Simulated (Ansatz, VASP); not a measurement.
**Ba3CaF8: VASP beside Ansatz**

```
Ba F Ca
1.0
     4.22818   -6.03781    0.00000
     4.22818    6.03781    0.00000
     0.00000    0.00000    4.26877
Ba F Ca
3 8 1
Direct
  0.00000 0.00000 0.00000
  0.50000 0.00000 0.50000
  0.00000 0.50000 0.50000
  0.38733 0.61267 0.50000
  0.12486 0.87514 0.50000
  0.84841 0.61221 0.00000
  0.61221 0.84841 0.00000
  0.38779 0.15159 0.00000
  0.15159 0.38779 0.00000
  0.87514 0.12486 0.50000
  0.61267 0.38733 0.50000
  0.50000 0.50000 0.00000
```

Alike in both runs: task single point; functional PBE; k mesh 4 × 4 × 6; occupations fermi-dirac, width 0.02 eV; no spin polarisation.

|  | VASP | Ansatz |
| --- | --- | --- |
| version | VASP 6.6.1 | Ansatz 0.2.0 |
| potentials or method | VASP PAW PBE potentials, release 64 (Ba_sv, F, Ca_sv) | plane waves, PAW |
| plane-wave cutoff (eV) | 520 | 420 |
| valence electrons in the cell | 96 | 96 |

```csv
,VASP,Ansatz,Ansatz less VASP
gap on the k mesh at the Fermi level (eV),6.17,6.24,+0.069
pressure (GPa),2.8,1.8,-1.02
rms of the force components (eV/Å),0.005,0.020,+0.0144
```

Neither program's run includes spin-orbit coupling.
